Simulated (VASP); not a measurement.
Runs of VASP 6.6.1 on NaI. The structure is that of space group Fm-3m (No. 225), or close to it. The cells are those of the table. 

```csv
cell,k mesh,smearing,gap on the mesh (eV),pressure (GPa)
"a = 4.484 Å, angles 60.0°, 2 atoms",4 × 4 × 4,fermi-dirac 0.05 eV,4.84,1.4
"a = 4.546 Å, angles 60.0°, 2 atoms",4 × 4 × 4,fermi-dirac 0.05 eV,4.71,(c)
"a = 4.577 Å, angles 60.0°, 2 atoms",6 × 6 × 6,gaussian 0.01 eV,4.65,0.1
"a = 4.515 Å, angles 60.0°, 2 atoms",4 × 4 × 4,fermi-dirac 0.05 eV,(b),0.9
"a = 4.607 Å, angles 60.0°, 2 atoms",4 × 4 × 4,fermi-dirac 0.05 eV,4.60,(a)
"a = 4.667 Å, angles 60.0°, 2 atoms",4 × 4 × 4,fermi-dirac 0.05 eV,(d),-0.7
"a = 4.637 Å, angles 60.0°, 2 atoms",4 × 4 × 4,fermi-dirac 0.05 eV,4.55,-0.4
```

Alike in all rows: task single point; level HSE06; potentials or basis VASP PAW PBE potentials, release 64 (I, Na_pv); no spin polarisation; cutoff (eV) 520.

Q: Fill in the values left out.

A: (a) -0.1; (b) 4.77; (c) 0.5; (d) 4.50.

Caveats: some runs use coarse meshes; the PAW data sets were made with another functional, which shifts forces and pressure a little; spin-orbit coupling is left out, which moves the levels of the heavy elements.

A k mesh can miss the band edges, and the runs leave out spin-orbit coupling on I.
